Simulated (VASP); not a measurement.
# MgB2 (P6/mmm) in VASP: notebook, part 2 of 2

VASP 6.6.1.

**3. Relaxation of shape and atoms at fixed volume, revPBE (10.17 Å³/atom)**

This run uses another cell than the first one, of 10.17 Å³/atom.

INCAR reads:

```
ALGO     = Normal         # electronic algorithm
EDIFF    = 1E-7           # SCF threshold, eV
EDIFFG   = -0.01          # ionic threshold
ENCUT    = 600            # plane-wave cutoff, eV
GGA      = RE             # functional
IBRION   = 2              # ionic algorithm
ISIF     = 4              # what is computed and relaxed
ISMEAR   = 0              # smearing method
LASPH    = T              # aspherical terms in the spheres
LCHARG   = F              # write CHGCAR
LREAL    = F              # projectors in reciprocal space
LWAVE    = F              # write WAVECAR
NELM     = 60             # most SCF steps
NSW      = 60             # ionic steps
PREC     = Accurate       # precision mode
SIGMA    = 0.05           # smearing width, eV
```

KPOINTS reads:

```
k-points
0
Gamma
  8 8 6
```

POSCAR reads:

```
MgB2
1.0
    3.1346918300      0.0000000000      0.0000000000
   -1.5673459150      2.7147227578      0.0000000000
    0.0000000000      0.0000000000      3.5857496796
Mg B
1 2
Direct
    0.0000000000      0.0000000000      0.0000000000
    0.3333333333      0.6666666667      0.5000000000
    0.6666666667      0.3333333333      0.5000000000
```

Potentials or basis: VASP PAW PBE potentials, release 64 (Mg, B).

The run is started by

```sh
$ cat potpaw_PBE.64/Mg/POTCAR potpaw_PBE.64/B/POTCAR > POTCAR
$ mpirun -np 1 vasp_std > vasp.out
```

OUTCAR:

```text
EDIFF = 1E-7
   EDIFFG = -0.01
   ENCUT = 600
   GGA = RE
   IBRION = 2
   ISIF = 4
   ISMEAR = 0
   LASPH = T
   LREAL = F
   NELM = 60
   NSW = 60
   PREC = Accurate

 ion  position               nearest neighbor table
   1  0.000  0.000  0.000-   2 2.55   3 2.55   2 2.55   3 2.55   2 2.55   2 2.55   3 2.55   3 2.55
                             3 2.55   3 2.55   2 2.55   2 2.55
   2  0.333  0.667  0.500-   3 1.81   3 1.81   3 1.81   1 2.55   1 2.55   1 2.55   1 2.55   1 2.55
                             1 2.55
   3  0.667  0.333  0.500-   2 1.81   2 1.81   2 1.81   1 2.55   1 2.55   1 2.55   1 2.55   1 2.55
                             1 2.55

  LATTYP: Found a hexagonal cell.
 ALAT       =     3.1346918300
 C/A-ratio  =     1.1438922465

  Lattice vectors:

 A1 = (   3.1346918300,   0.0000000000,   0.0000000000)
 A2 = (  -1.5673459150,   2.7147227578,   0.0000000000)
 A3 = (   0.0000000000,   0.0000000000,   3.5857496796)

Analysis of symmetry for initial positions (statically):
=====================================================================
 Subroutine PRICEL returns:
 Original cell was already a primitive cell.

 Routine SETGRP: Setting up the symmetry group for a
 hexagonal supercell.

 Subroutine GETGRP returns: Found 24 space group operations
 (whereof 24 operations were pure point group operations)
 out of a pool of 24 trial point group operations.

The static configuration has the point symmetry D_6h.

Analysis of symmetry for dynamics (positions and initial velocities):
=====================================================================
 Subroutine PRICEL returns:
 Original cell was already a primitive cell.

 Routine SETGRP: Setting up the symmetry group for a
 hexagonal supercell.

 Subroutine GETGRP returns: Found 24 space group operations
 (whereof 24 operations were pure point group operations)
 out of a pool of 24 trial point group operations.

The dynamic configuration has the point symmetry D_6h.

 Subroutine INISYM returns: Found 24 space group operations
 (whereof 24 operations are pure point group operations),
 and found     1 'primitive' translations

----------------------------------------------------------------------------------------

                                     Primitive cell

  volume of cell :      30.5141

  direct lattice vectors                    reciprocal lattice vectors
     3.134691830  0.000000000  0.000000000     0.319010625  0.184180870  0.000000000
    -1.567345915  2.714722758  0.000000000     0.000000000  0.368361740  0.000000000
     0.000000000  0.000000000  3.585749680     0.000000000  0.000000000  0.278881709

  length of vectors
     3.134691830  3.134691830  3.585749680     0.368361740  0.368361740  0.278881709

  position of ions in fractional coordinates (direct lattice)
     0.000000000  0.000000000  0.000000000
     0.333333333  0.666666667  0.500000000
     0.666666667  0.333333333  0.500000000

  ion indices of the primitive-cell ions
   primitive index   ion index
                 1           1
                 2           2
                 3           3

----------------------------------------------------------------------------------------

 KPOINTS: k-points

Automatic generation of k-mesh.
[... 55 lines left out ...]
   NGXF,Y,Z  is equivalent  to a cutoff of  29.70, 29.70, 27.82 a.u.
 SYSTEM =  unknown system
   PREC   = accura    normal or accurate (medium, high low for compatibility)
   ISTART =      0    job   : 0-new  1-cont  2-samecut
   ICHARG =      2    charge: 1-file 2-atom 10-const
   ISPIN  =      1    spin polarized calculation?
   LNONCOLLINEAR =      F non collinear calculations
   LSORBIT =      F    spin-orbit coupling
   LASPH  =      T    aspherical Exc in radial PAW
   ENCUT  =  600.0 eV  44.10 Ry    6.64 a.u.   6.26  6.26  7.16*2*pi/ulx,y,z
   NELM   =     60;   NELMIN=  2; NELMDL= -5     # of ELM steps
   EDIFF  = 0.1E-06   stopping-criterion for ELM
   LREAL  =      F    real-space projection
   EDIFFG = -.1E-01   stopping-criterion for IOM
   NSW    =     60    number of steps for IOM
   IBRION =      2    ionic relax: 0-MD 1-quasi-New 2-CG
   NFREE  =      1    steps in history (QN), initial steepest desc. (CG)
   ISIF   =      4    stress and relaxation
   ISYM   =      2    0-nonsym 1-usesym 2-fastsym
   POTIM  = 0.5000    time-step for ionic-motion
   TEBEG  =    0.0;   TEEND  =   0.0 temperature during run
   PSTRESS=    0.0 pullay stress
   NELECT =       8.0000    total number of electrons
   NUPDOWN=      -1.0000    fix difference up-down
   EMIN   =  10.00;   EMAX   =-10.00  energy-range for DOS
   EFERMI =   0.00;   METHOD = LEGACY
   ISMEAR =     0;   SIGMA  =   0.05  broadening in eV -4-tet -1-fermi 0-gaus
   EFERMI_NEDOS =   21; number of points for ismear=-14 and -15
   IALGO  =     38    algorithm
   IMIX   =      4    mixing-type and parameters
     AMIX     =   0.40;   BMIX     =  1.00
     AMIX_MAG =   1.60;   BMIX_MAG =  1.00
  volume/ion in A,a.u.               =      10.17        68.64
  Fermi-wavevector in a.u.,A,eV,Ry     =   1.047783  1.980023 14.937148  1.097849
  Thomas-Fermi vector in A             =   2.182678
   LORBIT       =      0    0 simple, 1 ext, 2 COOP (PROOUT), +10 PAW based schemes
   GGA     = RE    functional components
   LHFCALC =     F    Hartree Fock is set to
   AEXX    =    0.0000 exact exchange contribution
   IVDW    =     0    specifies the selected vdW correction
   LEPSILON=     F    determine dielectric tensor
   LRPA    =     F    only Hartree local field effects (RPA)
 conjugate gradient relaxation of ions
 non-spin polarized calculation
 Gauss-broadening in eV      SIGMA  =   0.05
  energy-cutoff  :      600.00
  volume of cell :       30.51
 maximum number of plane-waves:      1034
 NGX is ok and might be reduce to    28
   NGX = 13   NGY = 13   NGZ = 15

--------------------------------------- Ionic step        1  -------------------------------------------

 number of electron       8.0000000 magnetization

 Free energy of the ion-electron system (eV)
  ---------------------------------------------------
  ext. energy  EPLUGINS =         0.00000000
  ---------------------------------------------------
  free energy    TOTEN  =       -14.65215699 eV

  energy without entropy =      -14.64950885  energy(sigma->0) =      -14.65083292

------------------------ aborting loop because EDIFF is reached ----------------------------------------

  FORCE on cell =-STRESS in cart. coord.  units (eV):
  Direction    XX          YY          ZZ          XY          YZ          ZX
  --------------------------------------------------------------------------------------
  -------------------------------------------------------------------------------------
  Total       -1.1034955     -1.1034955     -0.9284944      0.0000000      0.0000000      0.0000000
  in kB      -57.9403133    -57.9403133    -48.7516778      0.0000000      0.0000000      0.0000000
  external PRESSURE =     -54.8774348 kB  Pullay stress =       0.0000000 kB
[... 61 lines left out ...]
--------------------------------------- Ionic step        3  -------------------------------------------

 number of electron       8.0000000 magnetization

 Free energy of the ion-electron system (eV)
  ---------------------------------------------------
  ext. energy  EPLUGINS =         0.00000000
  ---------------------------------------------------
  free energy    TOTEN  =       -14.65248961 eV

  energy without entropy =      -14.64983528  energy(sigma->0) =      -14.65116245

 E-fermi :   5.0346     XC(G=0): -10.6500

 val. band max:        5.0171149599   @ k =   0.2500   0.2500   0.0000
 cond. band min:       5.0575807549   @ k =   0.1250  -0.0000   0.3333
 fundamental gap:      0.0404657951
 Fermi energy:         5.0346332595

 k-point     1 :       0.0000    0.0000    0.0000
  band No.  band energies     occupation
      1      -7.1520      2.00000
      2       2.1015      2.00000
      3       5.3771      0.00000
      4       5.3771      0.00000
      5       6.4383      0.00000
      6      11.1782      0.00000
      7      11.1782      0.00000
      8      12.6253      0.00000
[... 243 lines left out ...]
 k-point    24 :       0.3750    0.0000    0.3333
  band No.  band energies     occupation
      1      -4.1511      2.00000
      2      -0.2629      2.00000
      3       1.1838      2.00000
      4       3.3769      2.00000
      5       6.1120      0.00000
      6      10.1825      0.00000
      7      13.8070      0.00000
      8      14.5047      0.00000

 [... further k-points ...]

------------------------ aborting loop because EDIFF is reached ----------------------------------------

  FORCE on cell =-STRESS in cart. coord.  units (eV):
  Direction    XX          YY          ZZ          XY          YZ          ZX
  --------------------------------------------------------------------------------------
  -------------------------------------------------------------------------------------
  Total       -1.0097585     -1.0097585     -1.0040498      0.0000000      0.0000000      0.0000000
  in kB      -53.0185455    -53.0185455    -52.7188045      0.0000000      0.0000000      0.0000000
  external PRESSURE =     -52.9186319 kB  Pullay stress =       0.0000000 kB
[... 18 lines left out ...]
  FREE ENERGIE OF THE ION-ELECTRON SYSTEM (eV)
  ---------------------------------------------------
  free  energy   TOTEN  =       -14.6524896058 eV

  energy  without entropy=      -14.6498352842  energy(sigma->0) =      -14.65116245

 reached required accuracy - stopping structural energy minimisation
```

Run time: 11 s. Hardware: 1 thread of Intel Xeon 6975P-C (Granite Rapids), shared host; peak memory 0.16 GiB.

Results:

- Free energy: -14.6525 eV
- Energy gained by relaxing: 0.1 meV/atom
- Ionic steps: 3
- Pressure after relaxing: -5.3 GPa
- Band gap on the k mesh: zero (bands 4 and 5 overlap by 2.42 eV)

The path:
| step | energy change (eV) | largest force (eV/Å) | pressure (GPa) | volume (Å³) |
| --- | --- | --- | --- | --- |
| 1 | 0.0000 | 0.0000 | -5.49 | 30.51 |
| 2 | -0.0002 | 0.0000 | -5.39 | 30.51 |
| 3 | -0.0003 | 0.0000 | -5.29 | 30.51 |

Final structure:
```cif
data_structure
_symmetry_space_group_name_H-M 'P 1'
_symmetry_Int_Tables_number 1
_cell_length_a 3.1289
_cell_length_b 3.1289
_cell_length_c 3.5991
_cell_angle_alpha 90.000
_cell_angle_beta 90.000
_cell_angle_gamma 120.000
_cell_volume 30.51
loop_
_atom_site_label
_atom_site_type_symbol
_atom_site_fract_x
_atom_site_fract_y
_atom_site_fract_z
_atom_site_occupancy
Mg1 Mg 0.00000 0.00000 0.00000 1
B1 B 0.33333 0.66667 0.50000 1
B2 B 0.66667 0.33333 0.50000 1
```

Levels at points of the mesh, in eV from the Fermi level:
| k point | band 1 | band 2 | band 3 | band 4 | band 5 | band 6 | band 7 | band 8 |
| --- | --- | --- | --- | --- | --- | --- | --- | --- |
| (0.00, 0.00, 0.00) | -12.19 | -2.93 | 0.34 | 0.34 | 1.40 | 6.14 | 6.14 | 7.59 |
| (0.50, 0.00, 0.00) | -8.44 | -7.65 | -2.11 | 0.16 | 2.91 | 3.75 | 4.98 | 6.62 |
| (0.00, 0.00, 0.50) | -11.02 | -7.22 | 0.68 | 0.68 | 6.48 | 6.48 | 7.73 | 9.14 |
| (0.50, 0.00, 0.50) | -7.54 | -6.81 | -3.46 | -1.83 | -1.26 | 5.37 | 8.42 | 8.63 |

Caveat: the PAW data sets were made with another functional, which shifts forces and pressure a little.
